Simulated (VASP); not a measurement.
A run of VASP 6.6.1:

INCAR

```
SYSTEM = SnTe3
ALGO = Normal
EDIFF = 1E-6
ENCUT = 520
GGA = CA
ISIF = 2
ISMEAR = -1
LASPH = .True.
LCHARG = .False.
LREAL = .False.
LWAVE = .False.
NBANDS = 24
NELM = 80
PREC = Accurate
SIGMA = 0.05
```

The input KPOINTS:

```
k-points
0
Gamma
  6 6 6
  0 0 0
```

The input POSCAR:

```
SnTe3
1.0
    0.0000000000      3.8353039977      3.8353039977
    3.8353039977      0.0000000000      3.8353039977
    3.8353039977      3.8353039977      0.0000000000
Te Sn
3 1
Direct
    0.5000000000      0.5000000000      0.5000000000
    0.7500000000      0.7500000000      0.7500000000
    0.2500000000      0.2500000000      0.2500000000
    0.0000000000      0.0000000000      0.0000000000
```

Potentials or basis: VASP PAW LDA potentials, release 64 (Te, Sn_d).

The run is started by

```sh
$ cat potpaw_LDA.64/Te/POTCAR potpaw_LDA.64/Sn_d/POTCAR > POTCAR
$ mpirun -np 1 vasp_std > vasp.out
```

Hardware: 1 thread of AMD EPYC 7R13, with other jobs on the host.

Q: How long does it take, and how much memory?

A: Wall time 56 s on 1 thread of AMD EPYC 7R13, on a shared host, peak memory 0.19 GiB. Counts: scf iterations 12, k points 16.
